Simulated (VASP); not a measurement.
# Ga2O3 (C2/m) in VASP: further runs

Ga2O3 is run at these levels: PBE, revPBE+D3(BJ); tasks: single point.

All numbers are computed with VASP 6.6.1; they aren't measurements. Logs are shortened: lines on timing, memory, paths and dates and some standing lists are left out, and cuts for length are marked.

## (1) The cell of the first run

It takes space group C2/m (No. 12, monoclinic). Conventional cell: a = 12.452 Å, b = 3.084 Å, c = 5.877 Å, α = 90.00°, β = 103.70°, γ = 90.00°. Within 2.6 Å of Ga (site symmetry m) lie 6 O at 1.97 to 2.11 Å. Within 2.5 Å of Ga (site symmetry m) lie 4 O at 1.86 to 1.89 Å. Within 2.5 Å of O (site symmetry m) lie 3 Ga at 1.86 to 1.97 Å. Within 2.5 Å of O (site symmetry m) lie 4 Ga at 1.89 to 2.11 Å. Within 2.5 Å of O (site symmetry m) lie 3 Ga at 1.86 to 1.97 Å.

## (2) Single point, PBE

The input, INCAR:

```
PREC     = Accurate       # precision mode
ENCUT    = 520            # plane-wave cutoff, eV
EDIFF    = 1E-6           # SCF threshold, eV
ISMEAR   = -1             # smearing method
SIGMA    = 0.05           # smearing width, eV
LREAL    = F              # projectors in reciprocal space
LASPH    = T              # aspherical terms in the spheres
NELM     = 60             # most SCF steps
ALGO     = Normal         # electronic algorithm
ISIF     = 2              # what is computed and relaxed
LWAVE    = F              # write WAVECAR
LCHARG   = F              # write CHGCAR
GGA      = PE             # functional
NBANDS   = 55             # bands
```

The input, KPOINTS:

```
regular mesh
0
Gamma
  9 9 5
```

The input, POSCAR:

```
Ga2O3
1.0
    6.2260648972     -1.5417888822      0.0111685549
    6.2260648972      1.5417888822      0.0111685549
   -1.4027145490      0.0000000000      5.7075507068
Ga O
4 6
Direct
    0.3414931230      0.3414931230      0.6858857559
    0.6585068770      0.6585068770      0.3141142441
    0.9100615931      0.9100615931      0.2052848144
    0.0899384069      0.0899384069      0.7947151856
    0.5039871525      0.5039871525      0.7433576978
    0.4960128475      0.4960128475      0.2566423022
    0.8263091486      0.8263091486      0.4356957905
    0.1736908514      0.1736908514      0.5643042095
    0.8364551487      0.8364551487      0.8908256344
    0.1635448513      0.1635448513      0.1091743656
```

Potentials or basis: VASP PAW PBE potentials, release 64 (Ga_d, O).

The run is started by

```sh
> cat potpaw_PBE.64/Ga_d/POTCAR potpaw_PBE.64/O/POTCAR > POTCAR
> mpirun -np 1 vasp_std > vasp.out
```

OUTCAR:

```text
PREC = Accurate
   ENCUT = 520
   EDIFF = 1E-6
   ISMEAR = -1
   LREAL = F
   LASPH = T
   NELM = 60
   ISIF = 2
   GGA = PE

 ion  position               nearest neighbor table
   1  0.341  0.341  0.686-   9 1.97   9 1.97   5 1.97   8 2.04   7 2.11   7 2.11
   2  0.659  0.659  0.314-  10 1.97  10 1.97   6 1.97   7 2.04   8 2.11   8 2.11
   3  0.910  0.910  0.205-   9 1.86   6 1.86   6 1.86   7 1.89
   4  0.090  0.090  0.795-  10 1.86   5 1.86   5 1.86   8 1.89
   5  0.504  0.504  0.743-   4 1.86   4 1.86   1 1.97
   6  0.496  0.496  0.257-   3 1.86   3 1.86   2 1.97
   7  0.826  0.826  0.436-   3 1.89   2 2.04   1 2.11   1 2.11
   8  0.174  0.174  0.564-   4 1.89   1 2.04   2 2.11   2 2.11
   9  0.836  0.836  0.891-   3 1.86   1 1.97   1 1.97
  10  0.164  0.164  0.109-   4 1.86   2 1.97   2 1.97

  LATTYP: Found a base centered monoclinic cell.
 ALAT       =    12.4521498290
 B/A-ratio  =     0.2476341681
 C/A-ratio  =     0.4719982196
 COS(beta)  =    -0.2369203474

  Lattice vectors:

 A1 = (   6.2260648972,  -1.5417888822,   0.0111685549)
 A2 = (   6.2260648972,   1.5417888822,   0.0111685549)
 A3 = (  -1.4027145490,   0.0000000000,   5.7075507068)

Analysis of symmetry for initial positions (statically):
=====================================================================
 Subroutine PRICEL returns:
 Original cell was already a primitive cell.

 Routine SETGRP: Setting up the symmetry group for a
 base centered monoclinic supercell.

 Subroutine GETGRP returns: Found  4 space group operations
 (whereof  4 operations were pure point group operations)
 out of a pool of  4 trial point group operations.

The static configuration has the point symmetry C_2h.

Analysis of symmetry for dynamics (positions and initial velocities):
=====================================================================
 Subroutine PRICEL returns:
 Original cell was already a primitive cell.

 Routine SETGRP: Setting up the symmetry group for a
 base centered monoclinic supercell.

 Subroutine GETGRP returns: Found  4 space group operations
 (whereof  4 operations were pure point group operations)
 out of a pool of  4 trial point group operations.

The dynamic configuration has the point symmetry C_2h.

 Subroutine INISYM returns: Found  4 space group operations
 (whereof  4 operations are pure point group operations),
 and found     1 'primitive' translations

----------------------------------------------------------------------------------------

                                     Primitive cell

  volume of cell :     109.6250

  direct lattice vectors                    reciprocal lattice vectors
     6.226064897 -1.541788882  0.011168555     0.080272158 -0.324298616  0.019728064
     6.226064897  1.541788882  0.011168555     0.080272158  0.324298616  0.019728064
    -1.402714549  0.000000000  5.707550707    -0.000314154  0.000000000  0.175129295

  length of vectors
     6.414134532  6.414134532  5.877392549     0.334667608  0.334667608  0.175129577

  position of ions in fractional coordinates (direct lattice)
     0.341493123  0.341493123  0.685885756
     0.658506877  0.658506877  0.314114244
     0.910061593  0.910061593  0.205284814
     0.089938407  0.089938407  0.794715186
     0.503987153  0.503987153  0.743357698
     0.496012847  0.496012847  0.256642302
     0.826309149  0.826309149  0.435695790
     0.173690851  0.173690851  0.564304210
     0.836455149  0.836455149  0.890825634
     0.163544851  0.163544851  0.109174366

  ion indices of the primitive-cell ions
   primitive index   ion index
                 1           1
                 2           2
                 3           3
                 4           4
                 5           5
                 6           6
                 7           7
                 8           8
                 9           9
                10          10

----------------------------------------------------------------------------------------

 KPOINTS: regular mesh

Automatic generation of k-mesh.
 Grid dimensions read from file:
 generate k-points for:    9    9    5

 Generating k-lattice:

  Cartesian coordinates                     Fractional coordinates (reciprocal lattice)
     0.008919129 -0.036033180  0.002192007     0.111111111 -0.000000000  0.000000000
     0.008919129  0.036033180  0.002192007    -0.000000000  0.111111111  0.000000000
    -0.000062831  0.000000000  0.035025859     0.000000000  0.000000000  0.200000000

  Length of vectors
     0.037185290  0.037185290  0.035025915

  Shift w.r.t. Gamma in fractional coordinates (k-lattice)
     0.000000000  0.000000000  0.000000000

 Subroutine IBZKPT returns following result:
 ===========================================

 Found    115 irreducible k-points:

 Following reciprocal coordinates:
            Coordinates               Weight
  0.000000  0.000000  0.000000      1.000000
  0.111111 -0.000000  0.000000      4.000000
  0.222222 -0.000000  0.000000      4.000000
  0.333333 -0.000000  0.000000      4.000000
  0.444444 -0.000000  0.000000      4.000000
  0.111111  0.111111  0.000000      2.000000
[... 16 lines left out ...]
 -0.333333  0.333333  0.000000      2.000000
  0.444444  0.444444  0.000000      2.000000
 [... further k-points ...]
   k-points           NKPTS =    115   k-points in BZ     NKDIM =    115   number of bands    NBANDS=     55
   number of dos      NEDOS =    301   number of ions     NIONS =     10
   total plane-waves  NPLWV = 110592
   dimension x,y,z NGX =    48 NGY =   48 NGZ =   48
   dimension x,y,z NGXF=    96 NGYF=   96 NGZF=   96
   ions per type =               4   6
   NGX,Y,Z   is equivalent  to a cutoff of  12.44, 12.44, 13.58 a.u.
   NGXF,Y,Z  is equivalent  to a cutoff of  24.88, 24.88, 27.15 a.u.
 SYSTEM =  unknown system
   PREC   = accura    normal or accurate (medium, high low for compatibility)
   ISTART =      0    job   : 0-new  1-cont  2-samecut
   ICHARG =      2    charge: 1-file 2-atom 10-const
   ISPIN  =      1    spin polarized calculation?
   LNONCOLLINEAR =      F non collinear calculations
   LSORBIT =      F    spin-orbit coupling
   LASPH  =      T    aspherical Exc in radial PAW
   ENCUT  =  520.0 eV  38.22 Ry    6.18 a.u.  11.93 11.93 10.93*2*pi/ulx,y,z
   NELM   =     60;   NELMIN=  2; NELMDL= -5     # of ELM steps
   EDIFF  = 0.1E-05   stopping-criterion for ELM
   LREAL  =      F    real-space projection
   EDIFFG = 0.1E-04   stopping-criterion for IOM
   NSW    =      0    number of steps for IOM
   IBRION =     -1    ionic relax: 0-MD 1-quasi-New 2-CG
   NFREE  =      0    steps in history (QN), initial steepest desc. (CG)
   ISIF   =      2    stress and relaxation
   ISYM   =      2    0-nonsym 1-usesym 2-fastsym
   POTIM  = 0.5000    time-step for ionic-motion
   TEBEG  =    0.0;   TEEND  =   0.0 temperature during run
   PSTRESS=    0.0 pullay stress
   NELECT =      88.0000    total number of electrons
   NUPDOWN=      -1.0000    fix difference up-down
   EMIN   =  10.00;   EMAX   =-10.00  energy-range for DOS
   EFERMI =   0.00;   METHOD = LEGACY
   ISMEAR =    -1;   SIGMA  =   0.05  broadening in eV -4-tet -1-fermi 0-gaus
   EFERMI_NEDOS =   21; number of points for ismear=-14 and -15
   IALGO  =     38    algorithm
   IMIX   =      4    mixing-type and parameters
     AMIX     =   0.40;   BMIX     =  1.00
     AMIX_MAG =   1.60;   BMIX_MAG =  1.00
  volume/ion in A,a.u.               =      10.96        73.98
  Fermi-wavevector in a.u.,A,eV,Ry     =   1.521478  2.875177 31.496081  2.314897
  Thomas-Fermi vector in A             =   2.630188
   LORBIT       =      0    0 simple, 1 ext, 2 COOP (PROOUT), +10 PAW based schemes
   GGA     = PE    functional components
   LHFCALC =     F    Hartree Fock is set to
   AEXX    =    0.0000 exact exchange contribution
   IVDW    =     0    specifies the selected vdW correction
   LEPSILON=     F    determine dielectric tensor
   LRPA    =     F    only Hartree local field effects (RPA)
 non-spin polarized calculation
  energy-cutoff  :      520.00
  volume of cell :      109.63
 maximum number of plane-waves:      2966
   NGX = 23   NGY = 23   NGZ = 21

 number of electron      87.9999987 magnetization

 Free energy of the ion-electron system (eV)
  ---------------------------------------------------
  ext. energy  EPLUGINS =         0.00000000
  ---------------------------------------------------
  free energy    TOTEN  =       -59.67810506 eV

  energy without entropy =      -59.67810506  energy(sigma->0) =      -59.67810506

 E-fermi :   4.5466     XC(G=0): -11.3748

 val. band max:        3.4346912699   @ k =  -0.4444   0.4444   0.4000
 cond. band min:       5.4368347876   @ k =   0.0000   0.0000   0.0000
 fundamental gap:      2.0021435176
 Fermi energy:         4.5465648035

 k-point     1 :       0.0000    0.0000    0.0000
  band No.  band energies     occupation
      1     -15.1856      2.00000
      2     -14.1275      2.00000
      3     -14.0973      2.00000
      4     -13.9935      2.00000
      5     -13.5515      2.00000
      6     -13.5453      2.00000
[... 47 lines left out ...]
     54      15.4422      0.00000
     55      15.6416      0.00000

 k-point     2 :       0.1111   -0.0000    0.0000
  band No.  band energies     occupation
      1     -15.0965      2.00000
      2     -14.1034      2.00000
      3     -14.0908      2.00000
      4     -13.9304      2.00000
      5     -13.5555      2.00000
      6     -13.5465      2.00000
[... 47 lines left out ...]
     54      14.6964      0.00000
     55      14.9794      0.00000
[... 1216 lines left out ...]
     54      14.4012      0.00000
     55      14.5583      0.00000

 k-point    24 :       0.4444    0.4444    0.0000
  band No.  band energies     occupation
      1     -14.8867      2.00000
      2     -14.6857      2.00000
      3     -14.1085      2.00000
      4     -13.7434      2.00000
      5     -13.5604      2.00000
      6     -13.5508      2.00000
[... 47 lines left out ...]
     54      15.2406      0.00000
     55      15.5382      0.00000

 [... further k-points ...]

------------------------ aborting loop because EDIFF is reached ----------------------------------------

  FORCE on cell =-STRESS in cart. coord.  units (eV):
  Direction    XX          YY          ZZ          XY          YZ          ZX
  --------------------------------------------------------------------------------------
  -------------------------------------------------------------------------------------
  Total        0.3770949      0.4576677      0.3834314      0.0000000      0.0000000      0.0198347
  in kB        5.5112675      6.6888450      5.6038765      0.0000000      0.0000000      0.2898857
  external PRESSURE =       5.9346630 kB  Pullay stress =       0.0000000 kB

 VOLUME and BASIS-vectors are now :
 -----------------------------------------------------------------------------
  energy-cutoff  :      520.00
  volume of cell :      109.63
      direct lattice vectors                 reciprocal lattice vectors
     6.226064897 -1.541788882  0.011168555     0.080272158 -0.324298616  0.019728064
     6.226064897  1.541788882  0.011168555     0.080272158  0.324298616  0.019728064
    -1.402714549  0.000000000  5.707550707    -0.000314154  0.000000000  0.175129295

 POSITION                                       TOTAL-FORCE (eV/Angst)
 -----------------------------------------------------------------------------------
      3.29021      0.00000      3.92236         0.010347      0.000000      0.001264
      7.75920      0.00000      1.80753        -0.010347      0.000000     -0.001264
     11.04425      0.00000      1.19200        -0.000931      0.000000     -0.004886
      0.00517      0.00000      4.53789         0.000931      0.000000      0.004886
      5.23299      0.00000      4.25401        -0.004530      0.000000     -0.006716
      5.81642      0.00000      1.47588         0.004530      0.000000      0.006716
      9.67815      0.00000      2.50521         0.009389      0.000000      0.002972
      1.37126      0.00000      3.22467        -0.009389      0.000000     -0.002972
      9.16607      0.00000      5.10312        -0.019897      0.000000      0.014109
      1.88334      0.00000      0.62677         0.019897      0.000000     -0.014109
 -----------------------------------------------------------------------------------
    total drift:                               -0.000000     -0.000000     -0.000000

  FREE ENERGIE OF THE ION-ELECTRON SYSTEM (eV)
  ---------------------------------------------------
  free  energy   TOTEN  =       -59.6781050635 eV

  energy  without entropy=      -59.6781050633  energy(sigma->0) =      -59.67810506
```

Wall time 13 min (1 thread of Intel Xeon Platinum 8488C (Sapphire Rapids), shared host); peak memory 0.65 GiB.

Results:

| Property | Result |
| --- | --- |
| Free energy | -59.6781 eV |
| Pressure | 0.6 GPa |
| Largest force | 0.024 eV/Å |
| Band gap on the k mesh | 2.00 eV, indirect (least direct gap 2.02 eV) |

Forces on the atoms (eV/Å):
```
Ga   0.010  0.000  0.001
Ga  -0.010  0.000 -0.001
Ga  -0.001  0.000 -0.005
Ga   0.001  0.000  0.005
O   -0.005  0.000 -0.007
O    0.005  0.000  0.007
O    0.009  0.000  0.003
O   -0.009  0.000 -0.003
O   -0.020  0.000  0.014
O    0.020  0.000 -0.014
```

## (3) Single point, revPBE+D3(BJ)

This run uses another cell than the first one, of 10.78 Å³/atom, 0.984 times its volume.

The input, INCAR:

```
SYSTEM = Ga2O3
PREC     = Accurate       ! precision mode
ENCUT    = 520            ! plane-wave cutoff, eV
EDIFF    = 1E-6           ! SCF threshold, eV
ISMEAR   = -1             ! smearing method
SIGMA    = 0.05           ! smearing width, eV
LREAL    = .False.        ! projectors in reciprocal space
LASPH    = .True.         ! aspherical terms in the spheres
NELM     = 80             ! most SCF steps
ALGO     = Normal         ! electronic algorithm
ISIF     = 2              ! what is computed and relaxed
LWAVE    = .False.        ! write WAVECAR
LCHARG   = .True.         ! write CHGCAR
GGA      = RE             ! functional
IVDW     = 12             ! dispersion correction
LELF     = .True.         ! ELF
LVHAR    = .True.       
NBANDS   = 55             ! bands
```

The input, KPOINTS:

```
regular mesh
0
Gamma
  9 9 5
  0 0 0
```

The input, POSCAR:

```
Ga2O3
1.0
    6.1764111612     -1.5342354844      0.0093618012
    6.1764111612      1.5342354844      0.0093618012
   -1.3931112271      0.0000000000      5.6868238613
Ga O
4 6
Direct
    0.3409365626      0.3409365626      0.6865322124
    0.6590634374      0.6590634374      0.3134677876
    0.9093268334      0.9093268334      0.2044869695
    0.0906731666      0.0906731666      0.7955130305
    0.5036766111      0.5036766111      0.7450750664
    0.4963233889      0.4963233889      0.2549249336
    0.8271662377      0.8271662377      0.4378131865
    0.1728337623      0.1728337623      0.5621868135
    0.8333062329      0.8333062329      0.8912465194
    0.1666937671      0.1666937671      0.1087534806
```

Potentials or basis: VASP PAW PBE potentials, release 64 (Ga_d, O).

The run is started by

```sh
> cat potpaw_PBE.64/Ga_d/POTCAR potpaw_PBE.64/O/POTCAR > POTCAR
> mpirun -np 1 vasp_std > vasp.out
```

Wall time 36 min (1 thread of AMD EPYC 7R43 (Zen 3), shared host); peak memory 0.61 GiB.

The run converged. Its results:

| Property | Result |
| --- | --- |
| Free energy | -59.9603 eV |
| Pressure | 0.4 GPa |
| Largest force | 0.033 eV/Å |
| Band gap on the k mesh | 2.20 eV, indirect (least direct gap 2.22 eV) |
| Dispersion energy per atom | -0.379 eV |

Forces on the atoms (eV/Å):
```
Ga   0.015  0.000  0.020
Ga  -0.015  0.000 -0.020
Ga   0.004  0.000 -0.008
Ga  -0.004  0.000  0.008
O    0.017  0.000  0.000
O   -0.017  0.000  0.000
O    0.024  0.000 -0.018
O   -0.024  0.000  0.018
O   -0.013  0.000  0.030
O    0.013  0.000 -0.030
```

Stress tensor (GPa, compression positive):
```
0.39 0.00 0.03
0.00 0.52 0.00
0.03 0.00 0.39
```

Levels at points of the mesh, in eV from the valence-band top:
```
           k point  band 41  band 42  band 43  band 44  band 45  band 46  band 47  band 48
(0.00, 0.00, 0.00)    -0.66    -0.48    -0.27    -0.02     2.20     5.53     6.50     6.64
```

Caveat: the PAW data sets were made with another functional, which shifts forces and pressure a little. A k mesh can miss the band edges.

(Part 1 of 2 ends here.)
